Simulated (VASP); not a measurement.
Write the native input for VASP 6.6.1 that does the following.

```yaml
Task: single point
Functional: PBEsol
Potentials_or_basis: VASP PAW PBE potentials, release 64 (Mg, S)
Cutoff: 600 eV
k_mesh: 8 × 8 × 8
Occupations: gaussian, width 0.02 eV
Spin: no spin polarisation
Dipole_correction: no
Further_INCAR_settings: ALGO = Normal; EDIFF = 1e-06; NBANDS = 11
```

The structure of MgS (v.bA) lies in POSCAR:

```
MgS
1.0
    0.0000000000      2.8257734834      2.8257734834
    2.8257734834      0.0000000000      2.8257734834
    2.8257734834      2.8257734834      0.0000000000
Mg S
1 1
Direct
    0.0000000000      0.0000000000      0.0000000000
    0.2500000000      0.2500000000      0.2500000000
```

The input as run:

INCAR

```
ALGO = Normal
EDIFF = 1E-6
ENCUT = 600
GGA = PS
GGA_COMPAT = False
ISIF = 2
ISMEAR = 0
LASPH = True
LCHARG = True
LELF = True
LREAL = False
LVHAR = True
LWAVE = False
NBANDS = 11
NELM = 120
PREC = Accurate
SIGMA = 0.02
```

KPOINTS

```
k-points
0
Gamma
  8 8 8
```

Potentials or basis: VASP PAW PBE potentials, release 64 (Mg, S).

The run is started by

```sh
$ cat potpaw_PBE.64/Mg/POTCAR potpaw_PBE.64/S/POTCAR > POTCAR
$ mpirun -np 1 vasp_std > vasp.out
```

Results of the run:

```yaml
Pressure: -0.1 GPa
Band_gap_on_the_k_mesh: 3.32 eV, direct
```

Caveat: the PAW data sets were made with another functional, which shifts forces and pressure a little.

Run time: 9.1 s on 1 thread of AMD EPYC 9R45 96-Core Processor (Zen 5), on a shared host, peak memory 0.15 GiB.
